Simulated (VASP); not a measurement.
Wanted: the native input for a VASP 6.6.1 run.

```yaml
Task: single point
Functional: PBE
Potentials_or_basis: VASP PAW PBE potentials, release 64 (B, N)
Cutoff: 520 eV
k_mesh: 6 × 6 × 3
Occupations: methfessel-paxton, width 0.05 eV
Spin: no spin polarisation
Dipole_correction: no
Further_INCAR_settings: ALGO = Normal; EDIFF = 1e-06; NBANDS = 16; NELMDL = -8
```

The structure of BN lies in POSCAR:

```
BN
1.0
    2.5360000000      0.0000000000      0.0000000000
   -1.2680000000      2.1962400000      0.0000000000
    0.0000000000      0.0000000000      6.1990000000
B N
2 2
Direct
    0.6666666667      0.3333333333      0.0000000000
    0.3333333333      0.6666666667      0.3386836587
    0.6666666667      0.3333333333      0.2540127440
    0.3333333333      0.6666666667      0.5926964026
```

These files were run (other wordings do the same):

INCAR

```
  PREC = Accurate
  ENCUT = 520
  EDIFF = 1E-6
  ISMEAR = 1
  SIGMA = 0.05
  LREAL = False
  LASPH = True
  NELM = 120
  ALGO = Normal
  ISIF = 2
  LWAVE = False
  LCHARG = True
  GGA = PE
  LELF = True
  LVHAR = True
  NBANDS = 16
  GGA_COMPAT = False
  NELMDL = -8
```

KPOINTS

```
Automatic mesh
0
Gamma
  6 6 3
```

Potentials or basis: VASP PAW PBE potentials, release 64 (B, N).

The run is started by

```console
$ cat potpaw_PBE.64/B/POTCAR potpaw_PBE.64/N/POTCAR > POTCAR
$ mpirun -np 1 vasp_std > vasp.out
```

It gave:

The largest force is 1.891 eV/Å. The band gap on the k mesh is zero (band 8 reaches 6.21 eV, above the bottom of band 9 at 3.72 eV).

Caveat: the k points lie up to 0.48 Å⁻¹ apart.

Run time: 10 s on 1 thread of Intel(R) Xeon(R) Platinum 8488C (Sapphire Rapids), with other jobs on the host, peak memory 0.14 GiB.
